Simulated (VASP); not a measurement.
Input of a VASP 6.6.1 run:

The input INCAR:

```
SYSTEM = C
  PREC = Accurate
  ENCUT = 520
  EDIFF = 1E-8
  ISMEAR = -1
  SIGMA = 0.05
  LREAL = .False.
  LASPH = .True.
  NELM = 100
  ALGO = Normal
  ISIF = 2
  LWAVE = .False.
  LCHARG = .True.
  GGA = CA
  IBRION = 8
  NSW = 1
```

The input KPOINTS:

```
Automatic mesh
0
Gamma
  16 16 16
  0 0 0
```

POSCAR

```
C
1.0
    0.0000000000      2.1270000000      3.3480000000
    1.2280000000      0.0000000000      3.3480000000
    1.2280000000      2.1270000000      0.0000000000
C
2
Direct
    0.1666700000      0.8333300000      0.1666700000
    0.8333300000      0.1666700000      0.8333300000
```

Potentials or basis: VASP PAW LDA potentials, release 64 (C).

The run is started by

```console
$ cat potpaw_LDA.64/C/POTCAR > POTCAR
$ mpirun -np 1 vasp_std > vasp.out
```

What does it give for the highest phonon frequency at Γ?

1572 cm⁻¹.

Phonon frequencies in cm⁻¹ (negative: imaginary):
| q point | frequencies |
| --- | --- |
| (0.000, 0.000, 0.000) | 0 0 0 885 1565 1572 |

Caveat: the cell stands under pressure or tension, which shifts response properties.
